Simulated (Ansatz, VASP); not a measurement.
## One calculation of ZnCd2Te3, two programs

```
Zn Cd Te
1.0
     4.77592    0.00000    0.00000
    -2.38796    4.13607    0.00000
     0.00000    0.00000    9.15266
Zn Cd Te
1 2 3
Direct
  0.00000 0.00000 0.00000
  0.33333 0.66667 0.00000
  0.66667 0.33333 0.00000
  0.00000 0.00000 0.21609
  0.00000 0.00000 0.78391
  0.00000 0.00000 0.50000
```

Alike in both runs: task relaxation of cell and atoms; functional PBE; k mesh 6 × 6 × 2; occupations gaussian, width 0.1 eV; no spin polarisation.

```csv
,VASP,Ansatz
version,VASP 6.6.1,Ansatz 0.2.0
potentials or method,"VASP PAW PBE potentials, release 64 (Zn, Cd, Te), cutoff 600 eV","scalar-relativistic, plane waves, PAW"
valence electrons in the cell,54,100
```

```csv
,VASP,Ansatz,Ansatz less VASP
"gap on the k mesh at the Fermi level, each at its own relaxed structure (eV)",none,none,-
relaxed volume (Å³/atom),38.69,38.52,-0.174
relaxed length of the cell vector where the two differ most in proportion (Å),4.965,4.956,-0.0094
```

A gap of «none» marks a metal or a gap that the smearing closes. VASP's potentials hold 54 valence electrons a cell and Ansatz's 100, so a difference there can come from the potentials and not from the codes.

Spin-orbit coupling is off throughout. Noted on VASP's run: the volume moved by over 15 % at a fixed basis, so the end points are rough.
